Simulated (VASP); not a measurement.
Write the native input for VASP 6.6.1 that does the following.

```
Task                   : relaxation of shape and atoms at fixed volume
Functional             : r2SCAN
Potentials or basis    : VASP PAW PBE potentials, release 64 (N)
Cutoff                 : 600 eV
k mesh                 : 6 × 6 × 4
Occupations            : gaussian, width 0.02 eV
Spin                   : no spin polarisation
Dipole correction      : no
Further INCAR settings : ALGO = Normal; EDIFF = 1e-06; IBRION = 2; EDIFFG = -0.01; NSW = 50; ISIF = 4
```

N:

```
N
1.0
     4.14369    0.00000    0.00000
     0.00000    4.14369    0.00000
     0.00000    0.00000    5.35492
N
4
Direct
  0.90767 0.90767 0.00000
  0.59233 0.40767 0.50000
  0.09233 0.09233 0.00000
  0.40767 0.59233 0.50000
```

This cell differs from its parent crystal: volume scaled by 0.97.

One way to write it, as run:

POSCAR

```
N
1.0
    4.1436884217      0.0000000000      0.0000000000
    0.0000000000      4.1436884217      0.0000000000
    0.0000000000      0.0000000000      5.3549217722
N
4
Direct
    0.9076743876      0.9076743876      0.0000000000
    0.5923256124      0.4076743876      0.5000000000
    0.0923256124      0.0923256124      0.0000000000
    0.4076743876      0.5923256124      0.5000000000
```

INCAR.step1

```
SYSTEM = N
PREC = Accurate
ENCUT = 600
ISMEAR = 0
SIGMA = 0.02
LREAL = .False.
LASPH = .True.
NELM = 100
GGA = PE
ALGO = Normal
EDIFF = 1E-4
LWAVE = .True.
LCHARG = .False.
```

INCAR.step2

```
SYSTEM = N
PREC = Accurate
ENCUT = 600
EDIFF = 1E-6
ISMEAR = 0
SIGMA = 0.02
LREAL = .False.
LASPH = .True.
NELM = 100
ALGO = Normal
ISIF = 4
LWAVE = .False.
LCHARG = .False.
METAGGA = R2SCAN
LMIXTAU = .True.
IBRION = 2
NSW = 50
EDIFFG = -0.01
ISTART = 1
```

KPOINTS

```
regular mesh
0
Gamma
  6 6 4
  0 0 0
```

Potentials or basis: VASP PAW PBE potentials, release 64 (N).

The run is started by

```console
$ cat potpaw_PBE.64/N/POTCAR > POTCAR
$ cp INCAR.step1 INCAR
$ mpirun -np 1 vasp_std > vasp.out
$ cp INCAR.step2 INCAR
$ mpirun -np 1 vasp_std > vasp.out
```

Results of the run:

```
Energy gained by relaxing : 24.4 meV/atom
Ionic steps               : 11
Pressure after relaxing   : -0.1 GPa
Band gap on the k mesh    : 7.63 eV, indirect (least direct gap 7.79 eV)
```

Caveat: the standard files for N, O and F lose accuracy on very short bonds; the PAW data sets were made with another functional, which shifts forces and pressure a little.

Run time: 11 min on 1 thread of Intel(R) Xeon(R) Platinum 8488C (Sapphire Rapids), on a shared host, peak memory 0.26 GiB.
